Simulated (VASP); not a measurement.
A run of VASP 6.6.1:

Contents of POSCAR:

```
Si
1.0
   -3.3254442900      3.3254442900      1.9223856600
    3.3254442900     -3.3254442900      1.9223856600
    3.3254442900      3.3254442900     -1.9223856600
Si
4
Direct
    0.0369824280      0.0369824280      0.2300209514
    0.8211989400      0.8211989400      0.6423978800
    0.1788010600      0.8211989400      0.0000000000
    0.8211989400      0.1788010600      0.0000000000
```

The input INCAR.step1:

```
PREC = Accurate ; ENCUT = 520
ISMEAR = 0 ; SIGMA = 0.03
LREAL = False ; LASPH = True
NELM = 60 ; NBANDS = 16
GGA = PE ; ALGO = Normal
EDIFF = 1E-4 ; LWAVE = True
LCHARG = False
```

File INCAR.step2:

```
PREC = Accurate ; ENCUT = 520
EDIFF = 1E-6 ; ISMEAR = 0
SIGMA = 0.03 ; LREAL = False
LASPH = True ; NELM = 60
ALGO = Normal ; ISIF = 2
LWAVE = False ; LCHARG = True
METAGGA = R2SCAN ; LMIXTAU = True
LELF = True ; LVHAR = True
NBANDS = 16 ; ISTART = 1
```

Contents of KPOINTS:

```
regular mesh
0
Gamma
  10 10 10
```

Potentials or basis: VASP PAW PBE potentials, release 64 (Si).

Command:

```console
$ cat potpaw_PBE.64/Si/POTCAR > POTCAR
$ cp INCAR.step1 INCAR
$ mpirun -np 1 vasp_std > vasp.out
$ cp INCAR.step2 INCAR
$ mpirun -np 1 vasp_std > vasp.out
```

Hardware: 1 thread of Intel(R) Xeon(R) Platinum 8259CL CPU @ 2.50GHz (Skylake/Cascade Lake), with other jobs on the host.

Question: How long does it take, and how much memory?

Answer: It took 25 min on 1 thread of Intel(R) Xeon(R) Platinum 8259CL CPU @ 2.50GHz (Skylake/Cascade Lake), on a shared host, peak memory 0.43 GiB. Counts: k points 282.
